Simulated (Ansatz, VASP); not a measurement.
**Mg2NCl: VASP beside Ansatz**

```
Mg N Cl
1.0
     1.74370    1.00673    6.00298
    -1.74370    1.00673    6.00298
     0.00000   -2.01345    6.00298
Mg N Cl
2 1 1
Cartesian
  0.0000 0.0000 4.0127
  0.0000 0.0000 13.9963
  0.0000 0.0000 9.0045
  0.0000 0.0000 0.0000
```

Change from the starting cell: strain +0.050 along x and y, +0.000 along z, atoms carried along.

Alike in both runs: task single point; functional LDA; k mesh 9 × 9 × 9; occupations gaussian, width 0.05 eV; no spin polarisation.

|  | VASP | Ansatz |
| --- | --- | --- |
| version | VASP 6.6.1 | Ansatz 0.2.0 |
| potentials or method | VASP PAW LDA potentials, release 64 (Mg, N, Cl), cutoff 520 eV | scalar-relativistic, plane waves, PAW |
| valence electrons in the cell | 16 | 32 |

Ansatz gave:

```
gap on the k mesh at the Fermi level (eV)                     : 1.74
least direct gap on the mesh (eV)                             : 1.74
pressure (GPa)                                                : -12.2
traceless stress, the component that is largest in VASP (GPa) : 5.40
rms of the force components (eV/Å)                            : 0.123
```

Q: Estimate VASP's values.

A: gap on the k mesh at the Fermi level (eV): 1.72; least direct gap on the mesh (eV): 1.72; pressure (GPa): -12.9; traceless stress, the component that is largest in VASP (GPa): 5.40; rms of the force components (eV/Å): 0.140.

LDA's correlation is that of Perdew and Zunger in VASP and of Perdew and Wang (1992) in Ansatz. Atom by atom the forces differ by 0.017 eV/Å (rms over components). VASP's potentials hold 16 valence electrons a cell and Ansatz's 32, so a difference there can come from the potentials and not from the codes.
